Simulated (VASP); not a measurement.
The system is Cu.

```xyz
1
Lattice="0.0000 1.8250 1.8250 1.8250 0.0000 1.8250 1.8250 1.8250 0.0000" Properties=species:S:1:pos:R:3 pbc="T T T"
Cu    0.0000    0.0000    0.0000
```

| Property | Result |
| --- | --- |
| Program | VASP 6.6.1 |
| Task | relaxation of cell and atoms |
| Functional | r2SCAN |
| Potentials or basis | VASP PAW PBE potentials, release 64 (Cu) |
| Cutoff | 600 eV |
| k mesh | 20 × 20 × 20 |
| Occupations | gaussian, width 0.1 eV |
| Spin | no spin polarisation |

At the start: pressure -7.9 GPa; volume 12.16 Å³/atom.

Q: How do energy, volume and symmetry change on relaxing?

A: Over 3 steps the energy falls by 17.4 meV/atom and the volume is 11.49 Å³/atom (-5.5 %); space group Fm-3m (No. 225, to 0.1 Å) before and after.

The path:
```tsv
step	energy change (eV)	largest force (eV/Å)	pressure (GPa)	volume (Å³)
1	0.0000	0.0000	-7.92	12.16
2	-0.0115	0.0000	5.28	11.13
3	-0.0174	0.0000	-0.01	11.49
```

Final structure:
```yaml
crystal:
  lattice:
    - [0.00000, 1.79096, 1.79096]
    - [1.79096, 0.00000, 1.79096]
    - [1.79096, 1.79096, 0.00000]
  atoms:
    - { symbol: Cu, position: [0.00000, 0.00000, 0.00000] }
```

Caveat: the PAW data sets were made with another functional, which shifts forces and pressure a little.
